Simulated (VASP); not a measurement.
## K3Re: single point with PBE+D3(BJ)

Crystal: K3Re.

```
CELL_PARAMETERS angstrom
0.00000 4.41662 4.41662
4.41662 0.00000 4.41662
4.41662 4.41662 0.00000
ATOMIC_POSITIONS crystal
K 0.75000 0.75000 0.75000
K 0.25000 0.25000 0.25000
K 0.50000 0.50000 0.50000
Re 0.00000 0.00000 0.00000
```

```json
{
  "Program": "VASP 6.6.1",
  "Task": "single point",
  "Functional": "PBE",
  "Dispersion": "D3(BJ)",
  "Potentials or basis": "VASP PAW PBE potentials, release 64 (K_sv, Re)",
  "Cutoff": "520 eV",
  "k mesh": "5 × 5 × 5",
  "Occupations": "methfessel-paxton, width 0.1 eV",
  "Spin": "no spin polarisation",
  "Dipole correction": "no",
  "Further INCAR settings": "ALGO = Normal; EDIFF = 1e-06; NBANDS = 25"
}
```

| Item | Value |
| --- | --- |
| Pressure | -2.2 GPa |
| Band gap on the k mesh | zero (band 17 reaches 0.56 eV, above the bottom of band 18 at 0.45 eV) |
| Dispersion energy per atom | -0.229 eV |

Levels at points of the mesh, in eV from the Fermi level:
```
           k point  band 14  band 15  band 16  band 17  band 18  band 19  band 20  band 21
(0.00, 0.00, 0.00)    -0.16    -0.16    -0.08    -0.08    -0.08     1.95     1.95     1.95
```

Wall time 63 s on 1 thread of Intel(R) Xeon(R) Platinum 8175M CPU @ 2.50GHz (Skylake/Cascade Lake) (shared host), peak memory 0.32 GiB.

Caveat: three body term missing; spin-orbit coupling is left out, which moves the levels of the heavy elements; pairwise dispersion overbinds metals, which lowers pressure and volume.
